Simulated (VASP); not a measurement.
# BaTiO3 in VASP: a series of runs, part 2 of 2

VASP 6.6.1.

### 3 Single point, HSE06

This run uses another cell than the first one, of 12.84 Å³/atom.

The input, POSCAR:

```
BaTiO3
1.0
    2.8273666084      1.6323808724      2.3183934932
   -2.8273666084      1.6323808724      2.3183934932
    0.0000000000     -3.2647617449      2.3183934932
Ba Ti O
1 1 3
Direct
    0.0000000000      0.0000000000      0.0000000000
    0.4845000000      0.4845000000      0.4845000000
    0.5086000000      0.0175000000      0.5086000000
    0.0175000000      0.5086000000      0.5086000000
    0.5086000000      0.5086000000      0.0175000000
```

The input, INCAR.step1:

```
PREC = Accurate
ENCUT = 520
EDIFF = 1E-5
ISMEAR = 0
SIGMA = 0.01
LREAL = False
LASPH = True
NELM = 120
ALGO = Normal
ISIF = 2
LWAVE = True
LCHARG = False
NBANDS = 28
GGA = PE
GGA_COMPAT = False
```

The input, INCAR.step2:

```
PREC = Accurate
ENCUT = 520
EDIFF = 1E-6
ISMEAR = 0
SIGMA = 0.01
LREAL = False
LASPH = True
NELM = 120
ALGO = Normal
ISIF = 2
LWAVE = False
LCHARG = False
GGA = PE
LHFCALC = True
HFSCREEN = 0.2079
PRECFOCK = Normal
NBANDS = 28
ISTART = 1
GGA_COMPAT = False
```

The input, KPOINTS:

```
regular mesh
0
Gamma
  4 4 4
```

Potentials or basis: VASP PAW PBE potentials, release 64 (Ba_sv, Ti_sv, O).

Command:

```bash
cat potpaw_PBE.64/Ba_sv/POTCAR potpaw_PBE.64/Ti_sv/POTCAR potpaw_PBE.64/O/POTCAR > POTCAR
cp INCAR.step1 INCAR
mpirun -np 1 vasp_std > vasp.out
cp INCAR.step2 INCAR
mpirun -np 1 vasp_std > vasp.out
```

It took 57 min on 1 thread of Intel Xeon Platinum 8488C (Sapphire Rapids), shared host; peak memory 0.3 GiB.

Results (log left out):

| Quantity | Value |
| --- | --- |
| Free energy | -48.4451 eV |
| Pressure | 1.4 GPa |
| Largest force | 0.129 eV/Å |
| Band gap on the k mesh | 3.83 eV (least direct gap 4.23 eV) |

Forces in eV/Å, atoms in the order of the input:
```
Ba   0.000  0.000 -0.129
Ti   0.000  0.000 -0.108
O   -0.070  0.040  0.079
O    0.070  0.040  0.079
O    0.000 -0.081  0.079
```

Stress tensor (GPa, compression positive):
```
1.37 0.00 0.00
0.00 1.37 0.00
0.00 0.00 1.55
```

Levels at points of the mesh, in eV from the valence-band top:
```tsv
k point	band 16	band 17	band 18	band 19	band 20	band 21	band 22	band 23	band 24	band 25
(0.00, 0.00, 0.00)	-1.40	-1.15	-0.51	-0.40	-0.40	3.83	3.83	3.97	5.93	5.93
(0.50, 0.00, 0.00)	-2.22	-1.75	-1.72	-1.01	-0.90	4.03	5.41	5.51	5.90	7.76
(0.50, 0.50, 0.00)	-2.87	-1.82	-0.95	-0.90	-0.09	5.50	5.50	5.91	6.56	9.54
(0.50, 0.50, 0.50)	-2.52	-2.47	-0.01	-0.01	0.00	6.04	6.22	6.22	8.22	8.22
```

Caveat: the PAW data sets were made with another functional, which shifts forces and pressure a little; spin-orbit coupling is left out, which moves the levels of the heavy elements. A k mesh can miss the band edges.

### 4 Single point, PBEsol+U

This run uses another cell than the first one, of 12.64 Å³/atom.

The input, INCAR:

```
PREC = Accurate
ENCUT = 520
EDIFF = 1E-6
ISMEAR = -1
SIGMA = 0.05
LREAL = False
LASPH = True
NELM = 150
ALGO = Normal
ISIF = 2
LWAVE = False
LCHARG = True
LMAXMIX = 4
LDAU = True
LDAUTYPE = 2
LDAUL = -1 2 -1
LDAUU = 0 5 0
LDAUJ = 0 0 0
LDAUPRINT = 1
GGA = PS
LELF = True
LVHAR = True
NBANDS = 28
```

The input, KPOINTS:

```
Automatic mesh
0
Gamma
  7 7 7
```

The input, POSCAR:

```
BaTiO3
1.0
    2.8162488125      1.6259620100      2.2994732914
   -2.8162488125      1.6259620100      2.2994732914
    0.0000000000     -3.2519240200      2.2994732913
Ba Ti O
1 1 3
Direct
    0.0038098268      0.0038098268      0.0038098268
    0.5037655185      0.5037655185      0.5037655185
    0.5038650992      0.0038944563      0.5038650992
    0.0038944563      0.5038650992      0.5038650992
    0.5038650992      0.5038650992      0.0038944563
```

Command:

```bash
cat potpaw_PBE.64/Ba_sv/POTCAR potpaw_PBE.64/Ti_sv/POTCAR potpaw_PBE.64/O/POTCAR > POTCAR
mpirun -np 1 vasp_std > vasp.out
```

It took 2.2 min on 1 thread of Intel Xeon 8259CL, shared host; peak memory 0.22 GiB.

Results (log left out):

```
Free energy            : -38.6292 eV
Pressure               : 4.3 GPa
Largest force          : 0.004 eV/Å
Band gap on the k mesh : 2.39 eV (least direct gap 2.51 eV)
```

Forces on the atoms (eV/Å):
```
Ba   0.000  0.000  0.000
Ti   0.000  0.000  0.004
O    0.002 -0.001 -0.001
O   -0.002 -0.001 -0.001
O    0.000  0.002 -0.001
```

Levels at points of the mesh, in eV from the valence-band top:
```tsv
k point	band 18	band 19	band 20	band 21	band 22	band 23
(0.00, 0.00, 0.00)	-0.12	-0.12	-0.12	2.39	2.39	2.39
```

Eigenvalues of the final occupation matrices:
```
    site  spin  trace               eigenvalues
site 2 d     1   0.78  0.10 0.10 0.10 0.24 0.24
site 2 d     2   0.78  0.10 0.10 0.10 0.24 0.24
```

Caveat: the cell stands under pressure; the PAW data sets were made with another functional, which shifts forces and pressure a little; spin-orbit coupling is left out, which moves the levels of the heavy elements. A k mesh can miss the band edges.

### 5 Relaxation of cell and atoms, PBE+D3(BJ)

This run uses another cell than the first one, of 12.84 Å³/atom.

The input, INCAR:

```
PREC = Accurate ; ENCUT = 600
EDIFF = 1E-7 ; ISMEAR = -1
SIGMA = 0.05 ; LREAL = False
LASPH = True ; NELM = 80
ALGO = Normal ; ISIF = 3
LWAVE = False ; LCHARG = False
GGA = PE ; IVDW = 12
IBRION = 2 ; NSW = 60
EDIFFG = -0.01
```

KPOINTS is that of step 4.

The input, POSCAR:

```
BaTiO3
1.0
    2.8273666084      1.6323808724      2.3183934932
   -2.8273666084      1.6323808724      2.3183934932
    0.0000000000     -3.2647617449      2.3183934932
Ba Ti O
1 1 3
Direct
    0.0000000000      0.0000000000      0.0000000000
    0.4845000000      0.4845000000      0.4845000000
    0.5086000000      0.0175000000      0.5086000000
    0.0175000000      0.5086000000      0.5086000000
    0.5086000000      0.5086000000      0.0175000000
```

Command:

```bash
cat potpaw_PBE.64/Ba_sv/POTCAR potpaw_PBE.64/Ti_sv/POTCAR potpaw_PBE.64/O/POTCAR > POTCAR
mpirun -np 1 vasp_std > vasp.out
```

It took 13 min on 1 thread of Intel Xeon 8259CL, shared host; peak memory 0.26 GiB.

Results (log left out):

```
Free energy                           : -41.3353 eV
Relaxed volume                        : 13.11 Å³/atom
Relaxed cell                          : a = 4.032 Å, b = 4.032 Å, c = 4.032 Å, α = 89.82°, β = 89.82°, γ = 89.82°
Space group after relaxing (to 0.1 Å) : R3m (No. 160)
Energy gained by relaxing             : 2.9 meV/atom
Ionic steps                           : 11
Pressure after relaxing               : 0.0 GPa
Largest force after relaxing          : 0.003 eV/Å
Band gap on the k mesh                : 2.44 eV (least direct gap 2.82 eV)
Dispersion energy per atom            : -0.259 eV
```

Forces on the atoms (eV/Å):
```
Ba   0.000  0.000  0.003
Ti   0.000  0.000 -0.002
O   -0.002  0.001 -0.001
O    0.002  0.001 -0.001
O    0.000 -0.002 -0.001
```

Step by step:
```tsv
step	energy change (eV)	largest force (eV/Å)	pressure (GPa)	volume (Å³)
1	0.0000	0.2030	3.28	64.20
2	0.0040	0.2651	-3.45	66.68
3	-0.0127	0.0927	0.02	65.33
4	-0.0127	0.0931	0.07	65.31
5	-0.0133	0.0682	0.07	65.36
6	-0.0141	0.0302	0.07	65.50
7	-0.0141	0.0302	0.07	65.51
8	-0.0142	0.0200	-0.13	65.60
9	-0.0142	0.0220	-0.10	65.58
10	-0.0142	0.0175	0.11	65.53
11	-0.0143	0.0034	0.02	65.55
```

Final structure:
```
CELL_PARAMETERS angstrom
2.84657 1.64347 2.33540
-2.84657 1.64347 2.33540
0.00000 -3.28694 2.33540
ATOMIC_POSITIONS crystal
Ba 0.99720 0.99720 0.99720
Ti 0.48391 0.48391 0.48391
O 0.50992 0.01826 0.50992
O 0.01826 0.50992 0.50992
O 0.50992 0.50992 0.01826
```

Levels at points of the mesh, in eV from the valence-band top:
| k point | band 16 | band 17 | band 18 | band 19 | band 20 | band 21 | band 22 | band 23 | band 24 |
| --- | --- | --- | --- | --- | --- | --- | --- | --- | --- |
| (0.00, 0.00, 0.00) | -1.24 | -0.97 | -0.51 | -0.38 | -0.38 | 2.44 | 2.44 | 2.59 | 4.45 |

Caveat: spin-orbit coupling is left out, which moves the levels of the heavy elements.

### 6 Relaxation of cell and atoms, PBEsol+U

This run uses another cell than the first one, of 12.84 Å³/atom.

The input, INCAR:

```
  ALGO = Normal
  EDIFF = 1E-7
  EDIFFG = -0.01
  ENCUT = 600
  GGA = PS
  IBRION = 2
  ISIF = 3
  ISMEAR = -1
  LASPH = True
  LCHARG = False
  LDAU = True
  LDAUJ = 0 0 0
  LDAUL = -1 2 -1
  LDAUPRINT = 1
  LDAUTYPE = 2
  LDAUU = 0 5 0
  LMAXMIX = 4
  LREAL = False
  LWAVE = False
  NELM = 150
  NSW = 60
  PREC = Accurate
  SIGMA = 0.05
```

The input, KPOINTS:

```
k-points
0
Gamma
  7 7 7
```

POSCAR is that of step 5.

Potentials or basis: VASP PAW PBE potentials, release 64 (Ba_sv, Ti_sv, O).

Command:

```bash
cat potpaw_PBE.64/Ba_sv/POTCAR potpaw_PBE.64/Ti_sv/POTCAR potpaw_PBE.64/O/POTCAR > POTCAR
mpirun -np 1 vasp_std > vasp.out
```

Wall time 19 min (1 thread of Intel Xeon 8259CL, shared host); peak memory 0.25 GiB.

The run converged. Its results:

| Item | Value |
| --- | --- |
| Free energy | -38.6569 eV |
| Relaxed volume | 12.94 Å³/atom |
| Relaxed cell | a = 4.015 Å, b = 4.015 Å, c = 4.015 Å, α = 90.00°, β = 90.00°, γ = 90.00° |
| Space group after relaxing (to 0.1 Å) | Pm-3m (No. 221) |
| Energy gained by relaxing | 26.3 meV/atom |
| Ionic steps | 14 |
| Pressure after relaxing | -0.1 GPa |
| Largest force after relaxing | 0.008 eV/Å |
| Band gap on the k mesh | 2.33 eV (least direct gap 2.48 eV) |

Forces on the atoms (eV/Å):
```
Ba   0.000  0.000 -0.008
Ti   0.000  0.000 -0.005
O   -0.001  0.000  0.004
O    0.001  0.000  0.004
O    0.000 -0.001  0.004
```

The path:
```csv
step,energy change (eV),largest force (eV/Å),pressure (GPa),volume (Å³)
1,0.0000,1.4619,5.03,64.20
2,-0.0376,0.1935,-7.31,68.02
3,-0.0818,0.5314,-2.50,66.27
4,-0.1136,0.3320,-0.36,65.05
5,-0.1191,0.2014,1.30,64.31
6,-0.1268,0.1690,-0.03,64.72
7,-0.1273,0.1762,-0.42,64.86
8,-0.1302,0.1204,0.11,64.65
9,-0.1307,0.0839,0.47,64.51
10,-0.1311,0.0334,-0.42,64.84
11,-0.1313,0.0442,-0.12,64.73
12,-0.1315,0.0174,0.02,64.67
13,-0.1315,0.0122,0.06,64.66
14,-0.1315,0.0083,-0.06,64.71
```

Final structure:
```cif
data_structure
_symmetry_space_group_name_H-M 'P 1'
_symmetry_Int_Tables_number 1
_cell_length_a 4.0147
_cell_length_b 4.0147
_cell_length_c 4.0147
_cell_angle_alpha 90.000
_cell_angle_beta 90.000
_cell_angle_gamma 90.000
_cell_volume 64.71
loop_
_atom_site_label
_atom_site_type_symbol
_atom_site_fract_x
_atom_site_fract_y
_atom_site_fract_z
_atom_site_occupancy
Ba1 Ba 0.00409 0.00409 0.00409 1
Ti1 Ti 0.50406 0.50406 0.50406 1
O1 O 0.50369 0.00367 0.50369 1
O2 O 0.00367 0.50369 0.50369 1
O3 O 0.50369 0.50369 0.00367 1
```

Levels at points of the mesh, in eV from the valence-band top:
```
           k point  band 16  band 17  band 18  band 19  band 20  band 21  band 22  band 23  band 24
(0.00, 0.00, 0.00)    -1.05    -1.05    -0.14    -0.14    -0.14     2.33     2.33     2.33     3.99
```

Eigenvalues of the final occupation matrices:
```tsv
site	spin	trace	eigenvalues
site 2 d	1	0.77	0.10 0.10 0.10 0.23 0.23
site 2 d	2	0.77	0.10 0.10 0.10 0.23 0.23
```

Caveat: the PAW data sets were made with another functional, which shifts forces and pressure a little; spin-orbit coupling is left out, which moves the levels of the heavy elements.

### 7 The runs side by side

| task | level | U | cell | k mesh | cutoff (eV) | smearing | grid for exact exchange (PRECFOCK) | share of exact exchange | screening parameter | gap on the mesh (eV) | pressure (GPa) | relaxed volume (Å³/atom) | largest force (eV/Å) |
| --- | --- | --- | --- | --- | --- | --- | --- | --- | --- | --- | --- | --- | --- |
| single point | r2SCAN | - | a = 4.024 Å, angles 89.8°, 5 atoms, atomic positions A | 7 × 7 × 7 | 520 | fermi-dirac 0.05 eV | - | - | - | 2.91 | 1.9 | - | 0.17 |
| single point | HSE06 | - | a = 4.004 Å, angles 89.8°, 5 atoms, atomic positions B | 4 × 4 × 4 | 520 | gaussian 0.01 eV | Normal | 0.25 | 0.2079 1/Å | 3.83 | 1.4 | - | 0.13 |
| single point | PBEsol+U | Ti d U = 5.0 eV | a = 3.983 Å, 5 atoms, atomic positions C | 7 × 7 × 7 | 520 | fermi-dirac 0.05 eV | - | - | - | 2.39 | 4.3 | - | - |
| relaxation of cell and atoms | PBE+D3(BJ) | - | relaxed from a = 4.004 Å, angles 89.8°, 5 atoms, atomic positions B | 7 × 7 × 7 | 600 | fermi-dirac 0.05 eV | - | - | - | 2.44 | 0.0 | 13.11 | - |
| relaxation of cell and atoms | PBEsol+U | Ti d U = 5.0 eV | relaxed from a = 4.004 Å, angles 89.8°, 5 atoms, atomic positions B | 7 × 7 × 7 | 600 | fermi-dirac 0.05 eV | - | - | - | 2.33 | -0.1 | 12.94 | 0.01 |

Alike in all rows: potentials or basis VASP PAW PBE potentials, release 64 (Ba_sv, Ti_sv, O); no spin polarisation.

Caveats: spin-orbit coupling is left out, which moves the levels of the heavy elements; the PAW data sets were made with another functional, which shifts forces and pressure a little (at least some runs); the cell stands under pressure (at least some runs).

Total energies depend on the potentials used, so only differences within one code and one set of settings carry meaning.
